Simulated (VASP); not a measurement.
The system is MnF2.

```
CELL_PARAMETERS angstrom
3.37431 0.00000 0.00000
-1.68716 2.92224 0.00000
0.00000 0.00000 4.95762
ATOMIC_POSITIONS crystal
Mn 0.00000 0.00000 0.00000
F 0.33333 0.66667 0.19426
F 0.66667 0.33333 0.80574
```

Base run:

| Property | Result |
| --- | --- |
| Program | VASP 6.6.1 |
| Functional | PBE |
| Potentials or basis | VASP PAW PBE potentials, release 64 (Mn_pv, F) |
| Cutoff | 520 eV |
| k mesh | 8 × 8 × 6 |
| Occupations | gaussian, width 0.05 eV |
| Spin | collinear spin, ferromagnetic start |
| Starting moments | [4.73, 0.0, 0.0] μB |
| Hubbard terms | Mn d U = 2.0 eV |

Its results: band gap on the k mesh 2.54 eV (least direct gap 2.56 eV); pressure -1.1 GPa; net moment 5.00 μB per cell; site moments Mn +4.64; F +0.07 μB; largest force 0.076 eV/Å.

Q: The run is repeated on the same cell with these changes: hubbard terms from Mn d U = 2.0 eV to Mn d U = 3.9 eV. What comes out?

A: Band gap on the k mesh 3.10 eV (least direct gap 3.12 eV); pressure -0.7 GPa; net moment 5.00 μB per cell; site moments Mn +4.68; F +0.05 μB; largest force 0.040 eV/Å.

Caveats: a cell with one magnetic atom can't hold antiferromagnetic order, which such compounds often take.

A k mesh can miss the band edges.
